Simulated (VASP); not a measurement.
Crystal: MoS2.

```
CELL_PARAMETERS angstrom
1.58000 0.91221 6.15000
-1.58000 0.91221 6.15000
0.00000 -1.82443 6.15000
ATOMIC_POSITIONS crystal
Mo 0.00000 0.00000 0.00000
S 0.41700 0.41700 0.41700
S 0.25000 0.25000 0.25000
```

Base run:

| Quantity | Value |
| --- | --- |
| Program | VASP 6.6.1 |
| Functional | PBEsol |
| Potentials or basis | VASP PAW PBE potentials, release 64 (Mo_sv, S) |
| Cutoff | 520 eV |
| k mesh | 10 × 10 × 10 |
| Occupations | fermi-dirac, width 0.05 eV |
| Spin | no spin polarisation |

Its results: band gap on the k mesh 0.92 eV, indirect (least direct gap 1.96 eV); pressure 0.3 GPa; largest force 0.260 eV/Å.

Q: After a change of settings the same cell gave: band gap on the k mesh 0.97 eV, indirect (least direct gap 1.96 eV); pressure 5.2 GPa; largest force 0.506 eV/Å. Which change was it?
A. functional from PBEsol to r2SCAN
B. functional from PBEsol to PBE
C. functional from PBEsol to BLYP
D. functional from PBEsol to LDA; potentials or basis from VASP PAW PBE potentials, release 64 (Mo_sv, S) to VASP PAW LDA potentials, release 64 (Mo_sv, S)

A: B.

PBE binds less tightly than PBEsol, so the same cell stands under more pressure.

Caveats: the PAW data sets were made with another functional, which shifts forces and pressure a little (some runs).
